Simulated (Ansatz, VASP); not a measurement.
# Al: VASP beside Ansatz

The input INCAR:

```
SYSTEM = Al
PREC = Accurate
ENCUT = 520
EDIFF = 1E-6
ISMEAR = 0
SIGMA = 0.1
LREAL = Auto
LASPH = .True.
NELM = 80
ALGO = Fast
ISIF = 2
LWAVE = .False.
LCHARG = .False.
GGA = PE
NBANDS = 38
```

Contents of KPOINTS:

```
regular mesh
0
Gamma
  5 5 5
  0 0 0
```

POSCAR

```
Al
1.0
    4.0416208963     -4.0416208963      4.0416208963
   -4.0416208963     -4.0416208963     -4.0416208963
    4.0416208963      4.0416208963     -4.0416208963
Al
16
Direct
    0.5000000000      0.7500000000      0.7500000000
    0.7500000000      0.7500000000      0.5000000000
    0.7500000000      0.5000000000      0.7500000000
    0.0000000000      0.7500000000      0.2500000000
    0.0000000000      0.5000000000      0.5000000000
    0.0000000000      0.2500000000      0.7500000000
    0.2500000000      0.7500000000      0.0000000000
    0.2500000000      0.5000000000      0.2500000000
    0.2500000000      0.2500000000      0.5000000000
    0.2500000000      0.0000000000      0.7500000000
    0.5000000000      0.5000000000      0.0000000000
    0.5000000000      0.2500000000      0.2500000000
    0.5000000000      0.0000000000      0.5000000000
    0.7500000000      0.2500000000      0.0000000000
    0.7500000000      0.0000000000      0.2500000000
    0.0000000000      0.0000000000      0.0000000000
```

Input for Ansatz:

```yaml
crystal:
  lattice:
    - [4.0416208963, -4.0416208963, 4.0416208963]
    - [-4.0416208963, -4.0416208963, -4.0416208963]
    - [4.0416208963, 4.0416208963, -4.0416208963]
  atoms:
    - { symbol: Al, position: [0.5, 0.75, 0.75] }
    - { symbol: Al, position: [0.75, 0.75, 0.5] }
    - { symbol: Al, position: [0.75, 0.5, 0.75] }
    - { symbol: Al, position: [0.0, 0.75, 0.25] }
    - { symbol: Al, position: [0.0, 0.5, 0.5] }
    - { symbol: Al, position: [0.0, 0.25, 0.75] }
    - { symbol: Al, position: [0.25, 0.75, 0.0] }
    - { symbol: Al, position: [0.25, 0.5, 0.25] }
    - { symbol: Al, position: [0.25, 0.25, 0.5] }
    - { symbol: Al, position: [0.25, 0.0, 0.75] }
    - { symbol: Al, position: [0.5, 0.5, 0.0] }
    - { symbol: Al, position: [0.5, 0.25, 0.25] }
    - { symbol: Al, position: [0.5, 0.0, 0.5] }
    - { symbol: Al, position: [0.75, 0.25, 0.0] }
    - { symbol: Al, position: [0.75, 0.0, 0.25] }
    - { symbol: Al, position: [0.0, 0.0, 0.0] }
basis:
  ecutwfc: 420
  xc_grid: 2
kpoints:
  mp_grid: { grid: [5, 5, 5], shift: [0.0, 0.0, 0.0] }
hamiltonian:
  xc: pbe
scf:
  occupations: { method: gaussian, width: 0.1 }
output:
  forces: true
  stress: true
  eigenvalues: true
  write_density: true
  write_potential: true
  elf: true
  volumetric_format: npy
```

Alike in both runs: task single point; functional PBE; k mesh 5 × 5 × 5; occupations gaussian, width 0.1 eV; no spin polarisation.

|  | VASP | Ansatz |
| --- | --- | --- |
| version | VASP 6.6.1 | Ansatz 0.2.0 |
| potentials or method | VASP PAW PBE potentials, release 64 (Al), cutoff 520 eV | scalar-relativistic, plane waves, PAW |
| valence electrons in the cell | 48 | 48 |

|  | VASP | Ansatz | Ansatz less VASP |
| --- | --- | --- | --- |
| gap on the k mesh at the Fermi level (eV) | none | none | - |
| pressure (GPa) | -0.2 | -0.2 | +0.01 |

A gap of «none» marks a metal or a gap that the smearing closes.
